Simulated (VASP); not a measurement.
The system is KBr.

```xyz
4
Lattice="5.6181 0.0000 0.0000 -2.8091 4.8654 0.0000 0.0000 0.0000 6.5536" Properties=species:S:1:pos:R:3 pbc="T T T"
K     0.0000    3.2436    1.6384
K     2.8091    1.6218    4.9152
Br    2.8091    1.6218    1.6384
Br    0.0000    3.2436    4.9152
```

Base run:

- Program: VASP 6.6.1
- Functional: PBE
- Potentials or basis: VASP PAW PBE potentials, release 64 (K_sv, Br)
- Cutoff: 520 eV
- k mesh: 6 × 6 × 4
- Occupations: gaussian, width 0.01 eV
- Spin: no spin polarisation

Its results: band gap on the k mesh 4.19 eV, direct; pressure 0.4 GPa.

**Question.** The run is repeated on the same cell with these changes: functional from PBE to r2SCAN. What comes out?

**Answer.** Band gap on the k mesh 4.77 eV, direct; pressure 0.0 GPa.

r2SCAN gives the wider gap, since meta-GGAs in the generalised Kohn-Sham scheme recover part of the derivative discontinuity.

Caveats: the PAW data sets were made with another functional, which shifts forces and pressure a little (some runs).

A k mesh can miss the band edges.
